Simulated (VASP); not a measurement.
Wanted: the native input for a VASP 6.6.1 run.

* Task: single point
* Functional: PBE
* Dispersion: D3(BJ)
* Potentials or basis: VASP PAW PBE potentials, release 64 (C, Ti_sv)
* Cutoff: 520 eV
* k mesh: 4 × 4 × 1
* Occupations: gaussian, width 0.1 eV
* Spin: no spin polarisation
* Dipole correction: yes
* Further INCAR settings: LREAL = Auto; ALGO = Normal; EDIFF = 1e-07; NBANDS = 114

The structure of TiC lies in POSCAR:

```
TiC
1.0
    6.0686302345      0.0000000000      0.0000000000
   -3.0343151173      5.2555879493      0.0000000000
    0.0000000000      0.0000000000     22.1937697968
C Ti
12 12
Direct
    0.1666666667      0.3333333333      0.3604615202
    0.1666666667      0.8333333333      0.3604615202
    0.6666666667      0.3333333333      0.3604615202
    0.6666666667      0.8333333333      0.3604615202
    0.5000000000      0.5000000000      0.4720923040
    0.5000000000      0.0000000000      0.4720923040
    0.0000000000      0.5000000000      0.4720923040
    0.0000000000      0.0000000000      0.4720923040
    0.8333333333      0.6666666667      0.5876857495
    0.8333333333      0.1666666667      0.5876857495
    0.3333333333      0.6666666667      0.5876857495
    0.3333333333      0.1666666667      0.5876857495
    0.3333333333      0.1666666667      0.4162769121
    0.3333333333      0.6666666667      0.4162769121
    0.8333333333      0.1666666667      0.4162769121
    0.8333333333      0.6666666667      0.4162769121
    0.6666666667      0.3333333333      0.5271036228
    0.6666666667      0.8333333333      0.5271036228
    0.1666666667      0.3333333333      0.5271036228
    0.1666666667      0.8333333333      0.5271036228
    0.0000000000      0.5000000000      0.6349812510
    0.0000000000      0.0000000000      0.6349812510
    0.5000000000      0.5000000000      0.6349812510
    0.5000000000      0.0000000000      0.6349812510
```

The input as run:

INCAR

```
SYSTEM = TiC
PREC = Accurate ; ENCUT = 520
EDIFF = 1E-7 ; ISMEAR = 0
SIGMA = 0.1 ; LREAL = Auto
LASPH = .True. ; NELM = 100
ALGO = Normal ; ISIF = 2
LWAVE = .False. ; LCHARG = .True.
LDIPOL = .True. ; IDIPOL = 3
DIPOL = 0.5 0.5 0.500 ; GGA = PE
IVDW = 12 ; LELF = .True.
LVHAR = .True. ; LVACPOTAV = .True.
NBANDS = 114
```

KPOINTS

```
regular mesh
0
Gamma
  4 4 1
  0 0 0
```

Potentials or basis: VASP PAW PBE potentials, release 64 (C, Ti_sv).

Run with:

```sh
$ cat potpaw_PBE.64/C/POTCAR potpaw_PBE.64/Ti_sv/POTCAR > POTCAR
$ mpirun -np 1 vasp_std > vasp.out
```

Results of the run:

```yaml
Largest_force: 0.691 eV/Å
Band_gap_on_the_k_mesh: zero (band 96 reaches -0.03 eV, above the bottom of band 97 at -0.37 eV)
Dispersion_energy_per_atom: -0.330 eV
```

Wall time 24 min on 1 thread of AMD EPYC 7R13 Processor (Zen 3) (shared host), peak memory 0.83 GiB.
